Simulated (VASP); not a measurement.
Input of a VASP 6.6.1 run:

File INCAR:

```
  ALGO = Normal
  EDIFF = 1E-7
  EDIFFG = -0.008
  ENCUT = 600
  GGA = PE
  IBRION = 2
  ISIF = 3
  ISMEAR = 0
  LASPH = T
  LCHARG = F
  LREAL = F
  LWAVE = F
  NELM = 80
  NSW = 70
  PREC = Accurate
  PSTRESS = 200.0
  SIGMA = 0.01
```

KPOINTS

```
k-points
0
Gamma
  12 12 12
```

Contents of POSCAR:

```
GaAs
1.0
    0.0000000000      2.6844180823      2.6844180823
    2.6844180823      0.0000000000      2.6844180823
    2.6844180823      2.6844180823      0.0000000000
Ga As
1 1
Direct
    0.0000000000      0.0000000000      0.0000000000
    0.2500000000      0.2500000000      0.2500000000
```

Potentials or basis: VASP PAW PBE potentials, release 64 (Ga_d, As).

Run with:

```bash
$ cat potpaw_PBE.64/Ga_d/POTCAR potpaw_PBE.64/As/POTCAR > POTCAR
$ mpirun -np 1 vasp_std > vasp.out
```

(1) Predict the relaxed volume.

(2) Estimate the band gap on the k mesh.

(3) Predict the space group after relaxing (to 0.1 Å).

Answers

(1) 19.36 Å³/atom.

(2) 1.12 eV (least direct gap 1.74 eV).

(3) F-43m (No. 216).

Caveat: the cell is relaxed towards a set pressure, so the run minimises the enthalpy, not the energy.
